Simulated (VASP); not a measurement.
Crystal: KF (Carobbiite).

```
K F
1.0
     0.00000    2.68289    2.68289
     2.68289    0.00000    2.68289
     2.68289    2.68289    0.00000
K F
1 1
Direct
  0.00000 0.00000 0.00000
  0.50000 0.50000 0.50000
```

This cell differs from its parent crystal: strain +0.9%.

Base run:

* Program: VASP 6.6.1
* Functional: r2SCAN
* Potentials or basis: VASP PAW PBE potentials, release 64 (K_sv, F)
* Cutoff: 520 eV
* k mesh: 8 × 8 × 8
* Occupations: gaussian, width 0.01 eV
* Spin: no spin polarisation

Its results: band gap on the k mesh 6.76 eV, direct; pressure -0.9 GPa.

Problem. The run is repeated on the same cell with these changes: functional from r2SCAN to PBE; k mesh from 8 × 8 × 8 to 4 × 4 × 4. What comes out?

Solution. Band gap on the k mesh 6.10 eV, direct; pressure 1.0 GPa.

Several settings changed at once, so the effect can't be laid on one alone.

Caveats: some runs use coarse meshes; the PAW data sets were made with another functional, which shifts forces and pressure a little (some runs).

A k mesh can miss the band edges.
